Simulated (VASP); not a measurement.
A run of VASP 6.6.1:

File INCAR:

```
SYSTEM = CuI
PREC     = Accurate       ! precision mode
ENCUT    = 520            ! plane-wave cutoff, eV
EDIFF    = 1E-8           ! SCF threshold, eV
ISMEAR   = 0              ! smearing method
SIGMA    = 0.01           ! smearing width, eV
LREAL    = .FALSE.        ! projectors in reciprocal space
LASPH    = .TRUE.         ! aspherical terms in the spheres
NELM     = 80             ! most SCF steps
ALGO     = Normal         ! electronic algorithm
ISIF     = 2              ! what is computed and relaxed
LWAVE    = .FALSE.        ! write WAVECAR
LCHARG   = .FALSE.        ! write CHGCAR
GGA      = CA             ! functional
NBANDS   = 26             ! bands
IBRION   = 8              ! ionic algorithm
NSW      = 1              ! ionic steps
```

File KPOINTS:

```
Automatic mesh
0
G
  4 4 4
  0 0 0
```

The input POSCAR:

```
CuI
1.0
    3.7331680000     -3.7110860000      0.0000000000
    3.7331680000      3.7110860000      0.0000000000
    0.0000000000      0.0000000000      4.3069980000
Cu I
2 2
Direct
    0.4204390000      0.5795610000      0.7500000000
    0.5795610000      0.4204390000      0.2500000000
    0.7700430000      0.2299570000      0.7500000000
    0.2299570000      0.7700430000      0.2500000000
```

Potentials or basis: VASP PAW LDA potentials, release 64 (Cu, I).

Launch:

```bash
$ cat potpaw_LDA.64/Cu/POTCAR potpaw_LDA.64/I/POTCAR > POTCAR
$ mpirun -np 1 vasp_std > vasp.out
```

Hardware: 1 thread of Intel(R) Xeon(R) Platinum 8259CL CPU @ 2.50GHz (Skylake/Cascade Lake), with other jobs on the host.

Q: How long does it take, and how much memory?

A: Run time: 11 min on 1 thread of Intel(R) Xeon(R) Platinum 8259CL CPU @ 2.50GHz (Skylake/Cascade Lake), on a shared host, peak memory 0.42 GiB. Counts: scf iterations 115, k points 21.
